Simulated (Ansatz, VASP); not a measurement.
P in VASP and in Ansatz

Contents of INCAR:

```
ALGO = Normal ; EDIFF = 1E-6
ENCUT = 520 ; GGA = PS
ISIF = 2 ; ISMEAR = 0
IVDW = 12 ; LASPH = T
LCHARG = F ; LREAL = F
LWAVE = F ; NBANDS = 12
NELM = 80 ; PREC = Accurate
SIGMA = 0.15
```

Contents of KPOINTS:

```
k-points
0
Gamma
  18 18 18
```

POSCAR

```
P
1.0
    1.7257251780      0.9963478961      3.1296800121
   -1.7257251780      0.9963478961      3.1296800121
    0.0000000000     -1.9926957921      3.1296800121
P
2
Direct
    0.2521718873      0.2521718873      0.1768969755
    0.7729197500      0.7729197500      0.7729197500
```

Input for Ansatz:

```yaml
crystal:
  lattice:
    - [1.725725178, 0.9963478961, 3.1296800121]
    - [-1.725725178, 0.9963478961, 3.1296800121]
    - [0.0, -1.9926957921, 3.1296800121]
  atoms:
    - { symbol: P, position: [0.2521718873, 0.2521718873, 0.1768969755] }
    - { symbol: P, position: [0.77291975, 0.77291975, 0.77291975] }
basis:
  ecutwfc: 420
kpoints:
  mp_grid: { grid: [18, 18, 18] }
hamiltonian:
  xc: pbesol
  dispersion: d3bj
scf:
  occupations: { method: gaussian, width: 0.15 }
output:
  forces: true
  stress: true
  eigenvalues: true
```

Alike in both runs: task single point; functional PBEsol; dispersion D3(BJ); k mesh 18 × 18 × 18; occupations gaussian, width 0.15 eV; no spin polarisation.

|  | VASP | Ansatz |
| --- | --- | --- |
| version | VASP 6.6.1 | Ansatz 0.2.0 |
| potentials or method | VASP PAW PBE potentials, release 64 (P), cutoff 520 eV | scalar-relativistic, plane waves, PAW |
| valence electrons in the cell | 10 | 10 |

```csv
,VASP,Ansatz,Ansatz less VASP
gap on the k mesh at the Fermi level (eV),none,none,-
pressure (GPa),-4.3,-4.3,-0.01
"traceless stress, the component that is largest in VASP (GPa)",-2.96,-3.01,-0.042
rms of the force components (eV/Å),0.443,0.457,+0.0138
```

VASP's potentials were made for PBE, not for PBEsol. Atom by atom the forces differ by 0.018 eV/Å (rms over components). A gap of «none» marks a metal or a gap that the smearing closes.
